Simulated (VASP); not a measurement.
Input of a VASP 6.6.1 run:

INCAR

```
PREC = Accurate ; ENCUT = 520
EDIFF = 1E-6 ; ISMEAR = 0
SIGMA = 0.1 ; LREAL = F
LASPH = T ; NELM = 60
ALGO = Fast ; ISIF = 2
LWAVE = F ; LCHARG = F
NBANDS = 22
```

The input KPOINTS:

```
regular mesh
0
Gamma
  12 12 12
```

The input POSCAR:

```
Bi
1.0
    2.2466396786      1.2970980232      3.8331426476
   -2.2466396786      1.2970980232      3.8331426476
    0.0000000000     -2.5941960465      3.8331426476
Bi
2
Direct
    0.2371891527      0.2371891527      0.2371891527
    0.7628108473      0.7628108473      0.7628108473
```

Potentials or basis: VASP PAW LDA potentials, release 64 (Bi_d).

Launch:

```sh
$ cat potpaw_LDA.64/Bi_d/POTCAR > POTCAR
$ mpirun -np 1 vasp_std > vasp.out
```

Question: Estimate the largest force.

Answer: 0.020 eV/Å.

Question: Predict the band gap on the k mesh.

Answer: Zero (bands 15 and 16 overlap by 0.19 eV).

Forces in eV/Å, atoms in the order of the input:
```
Bi   0.000  0.000  0.020
Bi   0.000  0.000 -0.020
```

Caveat: spin-orbit coupling is left out, which moves the levels of the heavy elements.
